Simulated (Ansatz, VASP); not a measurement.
## ZrAs2S2: VASP beside Ansatz

```
CELL_PARAMETERS angstrom
3.76146 0.00000 0.00000
-1.88073 3.25752 0.00000
0.00000 0.00000 10.27373
ATOMIC_POSITIONS crystal
Zr 0.00000 0.00000 0.13581
As 0.00000 0.00000 0.69777
As 0.33333 0.66667 0.57385
S 0.66667 0.33333 0.27162
S 0.33333 0.66667 0.00000
```

Alike in both runs: task single point; functional PBE; dispersion D3(BJ); k mesh 6 × 6 × 2; occupations gaussian, width 0.1 eV; no spin polarisation.

```csv
,VASP,Ansatz
version,VASP 6.6.1,Ansatz 0.2.0
potentials or method,"VASP PAW PBE potentials, release 64 (Zr_sv, As, S), cutoff 520 eV","scalar-relativistic, plane waves, PAW"
valence electrons in the cell,34,54
```

|  | VASP | Ansatz | Ansatz less VASP |
| --- | --- | --- | --- |
| gap on the k mesh at the Fermi level (eV) | none | none | - |
| pressure (GPa) | -2.7 | -2.8 | -0.10 |
| traceless stress, the component that is largest in VASP (GPa) | 3.12 | 3.09 | -0.029 |
| rms of the force components (eV/Å) | 0.321 | 0.292 | -0.0294 |

Atom by atom the forces differ by 0.030 eV/Å (rms over components). A gap of «none» marks a metal or a gap that the smearing closes. VASP's potentials hold 34 valence electrons a cell and Ansatz's 54, so a difference there can come from the potentials and not from the codes.
